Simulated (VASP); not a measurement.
CO2: relaxation of cell and atoms with PBEsol

Crystal: CO2.

```
C O
1.0
     5.49707    0.00000    0.00000
     0.00000    5.49707    0.00000
     0.00000    0.00000    5.49707
C O
4 8
Direct
  0.00000 0.00000 0.00000
  0.50000 0.00000 0.50000
  0.50000 0.50000 0.00000
  0.00000 0.50000 0.50000
  0.12254 0.12254 0.12254
  0.37746 0.87746 0.62254
  0.62254 0.37746 0.87746
  0.87746 0.62254 0.37746
  0.87746 0.87746 0.87746
  0.62254 0.12254 0.37746
  0.37746 0.62254 0.12254
  0.12254 0.37746 0.62254
```

| Quantity | Value |
| --- | --- |
| Program | VASP 6.6.1 |
| Task | relaxation of cell and atoms |
| Functional | PBEsol |
| Potentials or basis | VASP PAW PBE potentials, release 64 (C, O) |
| Cutoff | 600 eV |
| k mesh | 4 × 4 × 4 |
| Occupations | fermi-dirac, width 0.03 eV |
| Spin | no spin polarisation |
| Dipole correction | no |
| Further INCAR settings | ALGO = Normal; EDIFF = 1e-06; IBRION = 2; EDIFFG = -0.01; NSW = 100; ISIF = 3 |

```yaml
Relaxed_volume: 15.31 Å³/atom
Relaxed_cell: a = 5.685 Å, b = 5.685 Å, c = 5.685 Å, α = 90.00°, β = 90.00°, γ = 90.00°
Space_group_after_relaxing_to_0.1_Å: Pa-3 (No. 205)
Energy_gained_by_relaxing: 3.1 meV/atom
Ionic_steps: 10
Pressure_after_relaxing: 0.0 GPa
Largest_force_after_relaxing: 0.009 eV/Å
Band_gap_on_the_k_mesh: 6.65 eV
```

Forces on the atoms (eV/Å):
```
C    0.000  0.000  0.000
C    0.000  0.000  0.000
C    0.000  0.000  0.000
C    0.000  0.000  0.000
O    0.005  0.005  0.005
O   -0.005 -0.005  0.005
O    0.005 -0.005 -0.005
O   -0.005  0.005 -0.005
O   -0.005 -0.005 -0.005
O    0.005  0.005 -0.005
O   -0.005  0.005  0.005
O    0.005 -0.005  0.005
```

Step by step:
```
step  energy change (eV)  largest force (eV/Å)  pressure (GPa)  volume (Å³)
   1              0.0000                0.6146            2.38       166.11
   2              0.4599                3.2912           -9.39       171.11
   3             -0.0164                0.0742            0.31       166.86
   4             -0.0164                0.0519            0.39       166.83
   5             -0.0188                0.0492            0.35       167.57
   6             -0.0250                0.0401            0.28       169.79
   7             -0.0333                0.0129            0.17       174.29
   8             -0.0372                0.0721            0.15       183.53
   9              0.0135                1.1026           -3.06       187.23
  10             -0.0374                0.0087           -0.03       183.71
```

Final structure:
```
C O
1.0
     5.68479    0.00000    0.00000
     0.00000    5.68479    0.00000
     0.00000    0.00000    5.68479
C O
4 8
Direct
  0.00000 0.00000 0.00000
  0.50000 0.00000 0.50000
  0.50000 0.50000 0.00000
  0.00000 0.50000 0.50000
  0.11914 0.11914 0.11914
  0.38086 0.88086 0.61914
  0.61914 0.38086 0.88086
  0.88086 0.61914 0.38086
  0.88086 0.88086 0.88086
  0.61914 0.11914 0.38086
  0.38086 0.61914 0.11914
  0.11914 0.38086 0.61914
```

Levels at points of the mesh, in eV from the valence-band top:
| k point | band 30 | band 31 | band 32 | band 33 | band 34 | band 35 |
| --- | --- | --- | --- | --- | --- | --- |
| (0.00, 0.00, 0.00) | -0.18 | 0.00 | 0.00 | 6.65 | 7.95 | 7.95 |
| (0.50, 0.00, 0.00) | -0.27 | -0.07 | -0.07 | 7.89 | 7.89 | 8.05 |
| (0.50, 0.50, 0.00) | -0.25 | -0.25 | -0.25 | 7.88 | 7.88 | 7.88 |
| (0.50, 0.50, 0.50) | -0.29 | -0.29 | -0.29 | 7.89 | 7.89 | 7.89 |

It took 6 min on 1 thread of Intel(R) Xeon(R) 6975P-C (Granite Rapids), on a shared host, peak memory 0.35 GiB.

Caveat: this functional lacks dispersion, which holds the molecules together, so the pressure and a relaxed volume are unreliable; the PAW data sets were made with another functional, which shifts forces and pressure a little. A k mesh can miss the band edges.
